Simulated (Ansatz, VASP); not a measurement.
PbSe in VASP and in Ansatz

```xyz
2
Lattice="0.0000 2.9692 3.1156 2.9692 0.0000 3.1156 2.9692 2.9692 0.0000" Properties=species:S:1:pos:R:3 pbc="T T T"
Pb    0.0000    0.0000    0.0000
Se    2.9692    2.9692    3.1156
```

Alike in both runs: task single point; functional PBE; dispersion D3(BJ); k mesh 10 × 10 × 10; occupations gaussian, width 0.03 eV; no spin polarisation.

```csv
,VASP,Ansatz
version,VASP 6.6.1,Ansatz 0.2.0
potentials or method,"VASP PAW PBE potentials, release 64 (Pb_d, Se), cutoff 520 eV","scalar-relativistic, plane waves, PAW"
valence electrons in the cell,20,30
```

Ansatz gave:

| Item | Value |
| --- | --- |
| gap on the k mesh at the Fermi level (eV) | 0.07 |
| least direct gap on the mesh (eV) | 0.07 |
| pressure (GPa) | 3.2 |
| traceless stress, the component that is largest in VASP (GPa) | -4.61 |

Question: What did VASP give for the same quantities?

Answer: gap on the k mesh at the Fermi level (eV): 0.07; least direct gap on the mesh (eV): 0.07; pressure (GPa): 3.2; traceless stress, the component that is largest in VASP (GPa): -4.62.

VASP's potentials hold 20 valence electrons a cell and Ansatz's 30, so a difference there can come from the potentials and not from the codes.

Neither program's run includes spin-orbit coupling.
